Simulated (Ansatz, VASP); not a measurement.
**One calculation of Ga2O3, two programs**

```
Ga O
1.0
     2.61692    1.51088    4.70470
    -2.61692    1.51088    4.70470
     0.00000   -3.02176    4.70470
Ga O
4 6
Direct
  0.35540 0.35540 0.35540
  0.14460 0.14460 0.14460
  0.64460 0.64460 0.64460
  0.85540 0.85540 0.85540
  0.55363 0.94637 0.25000
  0.25000 0.55363 0.94637
  0.94637 0.25000 0.55363
  0.44637 0.05363 0.75000
  0.75000 0.44637 0.05363
  0.05363 0.75000 0.44637
```

Change from the starting cell: strain +0.050 along x and y, +0.050 along z, atoms carried along.

Alike in both runs: task single point; functional r2SCAN; k mesh 6 × 6 × 6; occupations gaussian, width 0.05 eV; no spin polarisation.

|  | VASP | Ansatz |
| --- | --- | --- |
| version | VASP 6.6.1 | Ansatz 0.2.0 |
| potentials or method | VASP PAW PBE potentials, release 64 (Ga_d, O), cutoff 520 eV | scalar-relativistic, plane waves, PAW |
| valence electrons in the cell | 88 | 88 |

```csv
,VASP,Ansatz,Ansatz less VASP
gap on the k mesh at the Fermi level (eV),2.01,2.02,+0.007
least direct gap on the mesh (eV),2.21,2.21,+0.004
pressure (GPa),-24.0,-24.9,-0.90
"traceless stress, the component that is largest in VASP (GPa)",1.87,2.06,+0.184
rms of the force components (eV/Å),0.016,0.011,-0.0049
```

VASP's potentials were made for PBE, not for r2SCAN. Atom by atom the forces differ by 0.016 eV/Å (rms over components).
